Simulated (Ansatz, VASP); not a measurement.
**One calculation of Zn7O, two programs**

```
Zn O
1.0
     2.99284    0.00000    0.00000
    -1.49642    2.59188    0.00000
     0.00000    0.00000   15.31837
Zn O
7 1
Direct
  0.33333 0.66667 0.73381
  0.66667 0.33333 0.86704
  0.33333 0.66667 0.46374
  0.00000 0.00000 0.59820
  0.00000 0.00000 0.99604
  0.33333 0.66667 0.18627
  0.00000 0.00000 0.32730
  0.00000 0.00000 0.12160
```

Alike in both runs: task relaxation of cell and atoms; functional PBE; k mesh 12 × 12 × 2; occupations gaussian, width 0.1 eV; no spin polarisation.

|  | VASP | Ansatz |
| --- | --- | --- |
| version | VASP 6.6.1 | Ansatz 0.2.0 |
| potentials or method | VASP PAW PBE potentials, release 64 (Zn, O), cutoff 600 eV | scalar-relativistic, plane waves, PAW |
| valence electrons in the cell | 90 | 90 |

|  | VASP | Ansatz | Ansatz less VASP |
| --- | --- | --- | --- |
| gap on the k mesh at the Fermi level, each at its own relaxed structure (eV) | none | none | - |
| relaxed volume (Å³/atom) | 14.92 | 14.85 | -0.068 |
| relaxed cell length with the largest relative difference (Å) | 2.998 | 2.992 | -0.0061 |

A gap of «none» marks a metal or a gap that the smearing closes.
